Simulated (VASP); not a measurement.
# W4C4F in VASP: notebook

The runs below take W4C4F through relaxation of the atoms, single point, with LDA.

Program: VASP 6.6.1. These are calculated values, not measurements. Logs are shortened: lines on timing, memory, paths and dates and some standing lists are left out, and cuts for length are marked.

**1. The cell of the first run**

The cell holds a slab with vacuum, 18 atoms: a = 5.693 Å, b = 5.693 Å, c = 15.193 Å, α = 90.00°, β = 90.00°, γ = 120.00°.

**2. Relaxation of the atoms, LDA**

Input file INCAR:

```
SYSTEM = W4C4F
PREC = Accurate
ENCUT = 520
EDIFF = 1E-7
ISMEAR = 0
SIGMA = 0.1
LREAL = .False.
LASPH = .True.
NELM = 120
ALGO = Normal
ISIF = 2
LWAVE = .False.
LCHARG = .False.
IBRION = 2
NSW = 80
EDIFFG = -0.03
GGA_COMPAT = .False.
NELMIN = 4
NELMDL = -8
KPAR = 2
NCORE = 2
```

Input file KPOINTS:

```
Automatic mesh
0
Gamma
  3 3 1
  0 0 0
```

Input file POSCAR:

```
W4C4F
1.0
    5.6929600000      0.0000000000      0.0000000000
   -2.8464800000      4.9302480000      0.0000000000
    0.0000000000      0.0000000000     15.1931300000
W C F
8 8 2
Selective dynamics
Direct
    0.0000000000      0.0000000000      0.0658192000  F F F
    0.0000000000      0.0000000000      0.2498116000  T T T
    0.0000000000      0.5000000000      0.0658192000  F F F
    0.0000000000      0.5000000000      0.2498116000  T T T
    0.5000000000      0.0000000000      0.0658192000  F F F
    0.5000000000      0.0000000000      0.2498116000  T T T
    0.5000000000      0.5000000000      0.0658192000  F F F
    0.5000000000      0.5000000000      0.2498116000  T T T
    0.3333333000      0.1666667000      0.1578154000  T T T
    0.3333333000      0.1666667000      0.3418078000  T T T
    0.3333333000      0.6666667000      0.1578154000  T T T
    0.3333333000      0.6666667000      0.3418078000  T T T
    0.8333333000      0.1666667000      0.1578154000  T T T
    0.8333333000      0.1666667000      0.3418078000  T T T
    0.8333333000      0.6666667000      0.1578154000  T T T
    0.8333333000      0.6666667000      0.3418078000  T T T
    0.6593885000      0.8414279000      0.4537005000  T T T
    0.5774577000      1.0395886000      0.4569914000  T T T
```

Potentials or basis: VASP PAW LDA potentials, release 64 (W_sv, C, F).

On the command line:

```sh
$ cat potpaw_LDA.64/W_sv/POTCAR potpaw_LDA.64/C/POTCAR potpaw_LDA.64/F/POTCAR > POTCAR
$ mpirun -np 4 vasp_std > vasp.out
```

OUTCAR:

```text
SYSTEM = W4C4F
   PREC = Accurate
   ENCUT = 520
   EDIFF = 1E-7
   ISMEAR = 0
   LREAL = .False.
   LASPH = .True.
   NELM = 120
   ISIF = 2
   IBRION = 2
   NSW = 80
   EDIFFG = -0.03
   NELMIN = 4
   NELMDL = -8

 ion  position               nearest neighbor table
   1  0.000  0.000  0.066-   9 2.16  15 2.16  13 2.16   2 2.80   5 2.85   5 2.85   3 2.85   3 2.85
                             7 2.85   7 2.85
   2  0.000  0.000  0.250-  10 2.16   9 2.16  16 2.16  15 2.16  14 2.16  13 2.16   1 2.80   6 2.85
                             6 2.85   8 2.85   4 2.85   4 2.85   8 2.85
   3  0.000  0.500  0.066-  11 2.16  13 2.16  15 2.16   4 2.80   7 2.85   7 2.85   5 2.85   1 2.85
                             1 2.85   5 2.85
   4  0.000  0.500  0.250-  12 2.16  11 2.16  14 2.16  13 2.16  16 2.16  15 2.16   3 2.80   8 2.85
                             8 2.85   2 2.85   2 2.85   6 2.85   6 2.85
   5  0.500  0.000  0.066-  13 2.16  11 2.16   9 2.16   6 2.80   1 2.85   1 2.85   3 2.85   7 2.85
                             7 2.85   3 2.85
   6  0.500  0.000  0.250-  14 2.16  13 2.16  12 2.16  11 2.16  10 2.16   9 2.16   5 2.80   2 2.85
                             2 2.85   8 2.85   8 2.85   4 2.85   4 2.85
   7  0.500  0.500  0.066-  15 2.16   9 2.16  11 2.16   8 2.80   3 2.85   3 2.85   5 2.85   5 2.85
                             1 2.85   1 2.85
   8  0.500  0.500  0.250-  16 2.16  15 2.16  10 2.16   9 2.16  12 2.16  11 2.16   7 2.80   4 2.85
                             4 2.85   2 2.85   6 2.85   6 2.85   2 2.85
   9  0.333  0.167  0.158-   1 2.16   2 2.16   7 2.16   8 2.16   5 2.16   6 2.16
  10  0.333  0.167  0.342-   2 2.16   8 2.16   6 2.16
  11  0.333  0.667  0.158-   3 2.16   4 2.16   5 2.16   6 2.16   7 2.16   8 2.16
  12  0.333  0.667  0.342-   4 2.16   6 2.16   8 2.16
  13  0.833  0.167  0.158-   5 2.16   6 2.16   3 2.16   4 2.16   1 2.16   2 2.16
  14  0.833  0.167  0.342-   6 2.16   4 2.16   2 2.16
  15  0.833  0.667  0.158-   7 2.16   8 2.16   1 2.16   2 2.16   3 2.16   4 2.16
  16  0.833  0.667  0.342-   8 2.16   2 2.16   4 2.16
  17  0.659  0.841  0.454-  18 1.42
  18  0.577  0.040  0.457-  17 1.42

  LATTYP: Found a hexagonal cell.
 ALAT       =     5.6929600000
 C/A-ratio  =     2.6687575532

  Lattice vectors:

 A1 = (   5.6929600000,   0.0000000000,   0.0000000000)
 A2 = (  -2.8464800000,   4.9302480000,   0.0000000000)
 A3 = (   0.0000000000,   0.0000000000,  15.1931300000)

Analysis of symmetry for initial positions (statically):
=====================================================================
 Subroutine PRICEL returns:
 Original cell was already a primitive cell.

 Routine SETGRP: Setting up the symmetry group for a
 hexagonal supercell.

 Subroutine GETGRP returns: Found  1 space group operations
 (whereof  1 operations were pure point group operations)
 out of a pool of 24 trial point group operations.

The static configuration has the point symmetry C_1 .

[... 166 lines left out ...]
   IVDW    =     0    specifies the selected vdW correction
   LEPSILON=     F    determine dielectric tensor
   LRPA    =     F    only Hartree local field effects (RPA)
 conjugate gradient relaxation of ions
 non-spin polarized calculation
 Gauss-broadening in eV      SIGMA  =   0.10
  energy-cutoff  :      520.00
  volume of cell :      426.44
 maximum number of plane-waves:     11517
 NGX is ok and might be reduce to    42
   NGX = 21   NGY = 21   NGZ = 57

--------------------------------------- Ionic step        1  -------------------------------------------

 number of electron     158.0000007 magnetization

 Free energy of the ion-electron system (eV)
  ---------------------------------------------------
  ext. energy  EPLUGINS =         0.00000000
  ---------------------------------------------------
  free energy    TOTEN  =      -178.75674595 eV

  energy without entropy =     -178.72102440  energy(sigma->0) =     -178.73888517

------------------------ aborting loop because EDIFF is reached ----------------------------------------

  FORCE on cell =-STRESS in cart. coord.  units (eV):
  Direction    XX          YY          ZZ          XY          YZ          ZX
  --------------------------------------------------------------------------------------
  -------------------------------------------------------------------------------------
  Total        3.7418678      4.7061577    -19.4796696     -2.1756568      0.4910002      0.0151622
  in kB       14.0586904     17.6816547    -73.1876860     -8.1742294      1.8447525      0.0569663
  external PRESSURE =     -13.8157803 kB  Pullay stress =       0.0000000 kB
[... 137 lines left out ...]
  FREE ENERGIE OF THE ION-ELECTRON SYSTEM (eV)
  ---------------------------------------------------
  free  energy   TOTEN  =      -182.1227819582 eV

  energy  without entropy=     -182.0834274972  energy(sigma->0) =     -182.10310473

[... ionic steps 4 to 73 ...]

--------------------------------------- Ionic step       74  -------------------------------------------

 number of electron     157.9999993 magnetization

------------------------ aborting loop because EDIFF is reached ----------------------------------------
[... 99 lines left out ...]
--------------------------------------- Ionic step       76  -------------------------------------------

 number of electron     157.9999993 magnetization

 Free energy of the ion-electron system (eV)
  ---------------------------------------------------
  ext. energy  EPLUGINS =         0.00000000
  ---------------------------------------------------
  free energy    TOTEN  =      -189.43670309 eV

  energy without entropy =     -189.38079645  energy(sigma->0) =     -189.40874977

 E-fermi :   0.7611     XC(G=0):  -7.0811

 val. band max:        0.7244011235   @ k =   0.0000   0.3333   0.0000
 cond. band min:       0.7707815997   @ k =  -0.3333   0.3333   0.0000
 fundamental gap:      0.0463804761
 Fermi energy:         0.7611272094

 k-point     1 :       0.0000    0.0000    0.0000
  band No.  band energies     occupation
      1     -72.4441      2.00000
      2     -72.3725      2.00000
      3     -72.3668      2.00000
      4     -72.3617      2.00000
      5     -72.2713      2.00000
      6     -72.2229      2.00000
[... 459 lines left out ...]
     90       3.6710      0.00000
     91       3.6805      0.00000
 [bands above 91 left out]

------------------------ aborting loop because EDIFF is reached ----------------------------------------

  FORCE on cell =-STRESS in cart. coord.  units (eV):
  Direction    XX          YY          ZZ          XY          YZ          ZX
  --------------------------------------------------------------------------------------
  -------------------------------------------------------------------------------------
  Total        9.8856137      9.0231574     -0.3211295      0.7418071      0.0389723      0.0478563
  in kB       37.1415537     33.9011918     -1.2065258      2.7870669      0.1464242      0.1798023
  external PRESSURE =      23.2787399 kB  Pullay stress =       0.0000000 kB
[... 33 lines left out ...]
  FREE ENERGIE OF THE ION-ELECTRON SYSTEM (eV)
  ---------------------------------------------------
  free  energy   TOTEN  =      -189.4367030894 eV

  energy  without entropy=     -189.3807964532  energy(sigma->0) =     -189.40874977

 reached required accuracy - stopping structural energy minimisation
```

OSZICAR:

```text
N       E                     dE             d eps       ncg     rms          rms(c)
DAV:   1     0.191558925555E+04    0.19156E+04   -0.92165E+04  1092   0.164E+03
DAV:   2    -0.645249070184E+02   -0.19801E+04   -0.19361E+04  1068   0.498E+02
DAV:   3    -0.197903189541E+03   -0.13338E+03   -0.12734E+03  1184   0.126E+02
DAV:   4    -0.203752266243E+03   -0.58491E+01   -0.57327E+01  1128   0.252E+01
DAV:   5    -0.204013650117E+03   -0.26138E+00   -0.26033E+00  1264   0.505E+00
[... 649 lines left out ...]
DAV:  11    -0.186155821877E+03   -0.19303E-03   -0.51858E-05  1088   0.406E-02    0.204E-02
DAV:  12    -0.186156114890E+03   -0.29301E-03   -0.19048E-04  1082   0.535E-02    0.840E-03
DAV:  13    -0.186156178488E+03   -0.63597E-04   -0.44894E-05  1080   0.221E-02    0.878E-03
DAV:  14    -0.186156210713E+03   -0.32225E-04   -0.71705E-06  1002   0.129E-02    0.495E-03
DAV:  15    -0.186156233945E+03   -0.23232E-04   -0.47302E-06   938   0.904E-03    0.244E-03
DAV:  1
```

CONTCAR:

```text
W4C4F
   1.00000000000000
     5.6929600000000002    0.0000000000000000    0.0000000000000000
    -2.8464800000000001    4.9302479999999997    0.0000000000000000
     0.0000000000000000    0.0000000000000000   15.1931300000000000
  W               C               F
     8     8     2
[... 14 lines left out ...]
     0.8316819301971685    0.1658490101303697    0.1533745295793175   T   T   T
     0.8381594618143695    0.1688993932871613    0.3363686605047869   T   T   T
     0.8317011599829104    0.6658527303570948    0.1533811551376228   T   T   T
     0.8384878291692783    0.6693777528674046    0.3363500418214474   T   T   T
     0.8194037085185638    0.6599182759758044    0.4232245463637955   T   T   T
[... 5 lines left out ...]
  0.00000000E+00  0.00000000E+00  0.00000000E+00
  0.00000000E+00  0.00000000E+00  0.00000000E+00
  0.00000000E+00  0.00000000E+00  0.00000000E+00
[... 10 lines left out ...]
  0.00000000E+00  0.00000000E+00  0.00000000E+00
  0.00000000E+00  0.00000000E+00  0.00000000E+00
```

Run time: 57 min. Hardware: 4 MPI ranks of AMD EPYC 9R45 (Zen 5), shared host; peak memory 0.3 GiB.

Results:

```
Free energy               : -189.4367 eV
Energy gained by relaxing : 593.3 meV/atom
Ionic steps               : 76
Band gap on the k mesh    : zero (bands 79 and 80 overlap by 1.07 eV)
```

Step by step:
| step | energy change (eV) | largest force on free atoms (eV/Å) | pressure (GPa) |
| --- | --- | --- | --- |
| 1 | 0.0000 | 5.9450 | -1.38 |
| 3 | -3.3660 | 0.8685 | 0.62 |
| 5 | -3.5151 | 0.5965 | 1.05 |
| 7 | -3.6171 | 0.7682 | 2.35 |
| 9 | -3.6748 | 0.6646 | 2.44 |
| 11 | -3.7456 | 1.2617 | 3.56 |
| 13 | -3.8735 | 1.5095 | 3.91 |
| 15 | -4.6833 | 3.4670 | 5.51 |
| 17 | -5.1134 | 4.0797 | 6.67 |
| 19 | -5.2136 | 4.3732 | 7.43 |
| 21 | -5.2419 | 4.4759 | 7.78 |
| 23 | -5.3239 | 4.6024 | 8.24 |
| 25 | -5.7386 | 4.6725 | 8.08 |
| 27 | -7.0683 | 4.0275 | 7.99 |
| 29 | -7.3995 | 5.1363 | 8.38 |
| 31 | -8.3399 | 6.2767 | 7.50 |
| 33 | -9.1960 | 3.1213 | 5.05 |
| 35 | -9.7964 | 1.9469 | 4.02 |
| 37 | -10.0704 | 1.5867 | 3.30 |
| 39 | -10.2092 | 1.5320 | 2.62 |
| 41 | -10.3506 | 0.8799 | 2.46 |
| 43 | -10.4853 | 1.0502 | 2.48 |
| 45 | -10.5526 | 0.6528 | 2.23 |
| 47 | -10.5875 | 0.6705 | 2.28 |
| 49 | -10.6141 | 0.4872 | 2.22 |
| 51 | -10.6353 | 0.5272 | 2.17 |
| 53 | -10.6501 | 0.2844 | 2.15 |
| 55 | -10.6613 | 0.3431 | 2.28 |
| 57 | -10.6692 | 0.1764 | 2.32 |
| 59 | -10.6722 | 0.2391 | 2.29 |
| 61 | -10.6754 | 0.1064 | 2.36 |
| 63 | -10.6771 | 0.1155 | 2.44 |
| 65 | -10.6781 | 0.1020 | 2.40 |
| 67 | -10.6787 | 0.0750 | 2.39 |
| 69 | -10.6792 | 0.0786 | 2.39 |
| 71 | -10.6796 | 0.0623 | 2.35 |
| 73 | -10.6798 | 0.0372 | 2.34 |
| 75 | -10.6799 | 0.0317 | 2.33 |
| 76 | -10.6800 | 0.0187 | 2.33 |

Final structure:
```
CELL_PARAMETERS angstrom
5.69296 0.00000 0.00000
-2.84648 4.93025 0.00000
0.00000 0.00000 15.19313
ATOMIC_POSITIONS crystal
W 0.00000 0.00000 0.06582
W 0.99836 0.99919 0.25146
W 0.00000 0.50000 0.06582
W 0.99824 0.49907 0.25148
W 0.50000 0.00000 0.06582
W 0.49676 0.99835 0.25324
W 0.50000 0.50000 0.06582
W 0.49685 0.49846 0.25329
C 0.33348 0.16677 0.15204
C 0.31967 0.15985 0.32736
C 0.33337 0.66667 0.15205
C 0.31947 0.65966 0.32742
C 0.83168 0.16585 0.15337
C 0.83816 0.16890 0.33637
C 0.83170 0.66585 0.15338
C 0.83849 0.66938 0.33635
F 0.81940 0.65992 0.42322
F 0.81800 0.15851 0.42323
```

Caveat: the k points lie up to 0.42 Å⁻¹ apart, too coarse for converged energies and pressures of a metal; spin-orbit coupling is left out, which moves the levels of the heavy elements.

**3. Single point, LDA**

Input file INCAR:

```
PREC = Accurate
ENCUT = 520
EDIFF = 1E-6
ISMEAR = 0
SIGMA = 0.1
LREAL = F
LASPH = T
NELM = 120
ALGO = Normal
ISIF = 2
LWAVE = F
LCHARG = F
NBANDS = 94
GGA_COMPAT = F
NELMDL = -8
```

Input file KPOINTS:

```
regular mesh
0
Gamma
  3 3 1
```

Input file POSCAR:

```
W4C4F
1.0
    5.6929600000      0.0000000000      0.0000000000
   -2.8464800000      4.9302480000      0.0000000000
    0.0000000000      0.0000000000     15.1931300000
W C F
8 8 2
Direct
    0.0000000000      0.0000000000      0.0658192222
   -0.0070677000     -0.0041539493      0.2525484216
    0.0000000000      0.5000000000      0.0658192222
   -0.0128167803      0.4933555067      0.2494503766
    0.5000000000      0.0000000000      0.0658192222
    0.4899804060     -0.0064982532      0.2519320245
    0.5000000000      0.5000000000      0.0658192222
    0.4919927222      0.4947605070      0.2505169771
    0.3316160357      0.1650198935      0.1533383839
    0.3341155622      0.1678380073      0.3359423634
    0.3291381081      0.6645393903      0.1527260018
    0.3189242033      0.6512424933      0.3336798277
    0.8302899878      0.1647900876      0.1514460812
    0.8139965350      0.1498277571      0.3249739191
    0.8313206184      0.6657362875      0.1510163475
    0.8147872111      0.6609939297      0.3247674442
    1.3177661977      1.1630674562      0.4221040694
    1.1764381584      1.5577764039      0.4088502501
```

Potentials or basis: VASP PAW LDA potentials, release 64 (W_sv, C, F).

On the command line:

```sh
$ cat potpaw_LDA.64/W_sv/POTCAR potpaw_LDA.64/C/POTCAR potpaw_LDA.64/F/POTCAR > POTCAR
$ mpirun -np 1 vasp_std > vasp.out
```

It took 17 min on 1 thread of Intel Xeon 8259CL, shared host; peak memory 0.47 GiB.

Results (log left out):

* Free energy: -188.8981 eV
* Largest force: 1.434 eV/Å
* Band gap on the k mesh: zero (bands 79 and 80 overlap by 1.00 eV)

Forces in eV/Å, atoms in the order of the input:
```
W    0.169  0.122 -0.223
W   -0.017 -0.026  0.012
W   -0.022 -0.067 -0.437
W   -0.076 -0.079 -0.073
W   -0.220 -0.156 -0.054
W   -0.095 -0.129 -0.065
W   -0.209 -0.180 -0.220
W   -0.101 -0.057 -0.046
C   -0.014 -0.016  0.007
C    0.075  0.002 -0.417
C   -0.016 -0.024  0.022
C    0.037  0.013 -0.070
C   -0.013 -0.039 -0.004
C   -0.165 -0.082  0.130
C   -0.037  0.002  0.010
C   -0.051 -0.128  0.201
F   -0.077 -0.116  0.557
F    0.831  0.959  0.668
```

Levels at points of the mesh, in eV from the Fermi level:
```tsv
k point	band 76	band 77	band 78	band 79	band 80	band 81	band 82	band 83
(0.00, 0.00, 0.00)	-0.16	0.31	0.36	0.71	0.73	0.75	1.22	1.64
```

Caveat: the k points lie up to 0.42 Å⁻¹ apart, too coarse for converged energies and pressures of a metal; spin-orbit coupling is left out, which moves the levels of the heavy elements.

(Part 1 of 2 ends here.)
